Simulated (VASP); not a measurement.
Input of a VASP 6.6.1 run:

Contents of INCAR:

```
PREC = Accurate
ENCUT = 520
EDIFF = 1E-7
ISMEAR = -1
SIGMA = 0.05
LREAL = False
LASPH = True
NELM = 100
ALGO = Normal
ISIF = 2
LWAVE = False
LCHARG = True
LELF = True
LVHAR = True
NBANDS = 17
```

KPOINTS

```
Automatic mesh
0
Gamma
  11 11 6
```

Contents of POSCAR:

```
Pd
1.0
    2.8382605740      0.0000000000      0.0000000000
   -1.4191302870      2.4580057597      0.0000000000
    0.0000000000      0.0000000000      4.7196786564
Pd
2
Direct
    0.3333333333      0.6666666667      0.2500000000
    0.6666666667      0.3333333333      0.7500000000
```

Potentials or basis: VASP PAW LDA potentials, release 64 (Pd).

Launch:

```console
$ cat potpaw_LDA.64/Pd/POTCAR > POTCAR
$ mpirun -np 1 vasp_std > vasp.out
```

What does it give for the band gap on the k mesh?

Zero (band 10 reaches 7.95 eV, above the bottom of band 11 at 7.23 eV).

Predict the pressure.

-21.9 GPa.

Stress tensor (GPa, compression positive):
```
-22.03   0.00   0.00
  0.00 -22.03   0.00
  0.00   0.00 -21.50
```
